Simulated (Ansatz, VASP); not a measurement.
# One calculation of CsCu4, two programs

```xyz
5
Lattice="4.5171 0.0000 0.0000 0.0000 4.5171 0.0000 0.0000 0.0000 4.5171" Properties=species:S:1:pos:R:3 pbc="T T T"
Cs    2.2586    2.2586    2.2586
Cu    0.0000    2.2586    2.2586
Cu    2.2586    2.2586    0.0000
Cu    2.2586    0.0000    2.2586
Cu    0.0000    0.0000    0.0000
```

Change from the starting cell: species swapped into the Fe4N type (Pm-3m, No. 221).

Alike in both runs: task single point; functional PBE; k mesh 4 × 4 × 4; occupations gaussian, width 0.1 eV; no spin polarisation.

```csv
,VASP,Ansatz
version,VASP 6.6.1,Ansatz 0.2.0
potentials or method,"VASP PAW PBE potentials, release 64 (Cs_sv, Cu_sv_GW), cutoff 820 eV","scalar-relativistic, plane waves, PAW"
valence electrons in the cell,85,85
```

Ansatz gave:

```
gap on the k mesh at the Fermi level (eV) : none
pressure (GPa)                            : 24.4
```

**Question.** Which values does VASP return?

**Answer.** gap on the k mesh at the Fermi level (eV): none; pressure (GPa): 26.8.

A gap of «none» marks a metal or a gap that the smearing closes.

Spin-orbit coupling is off throughout.
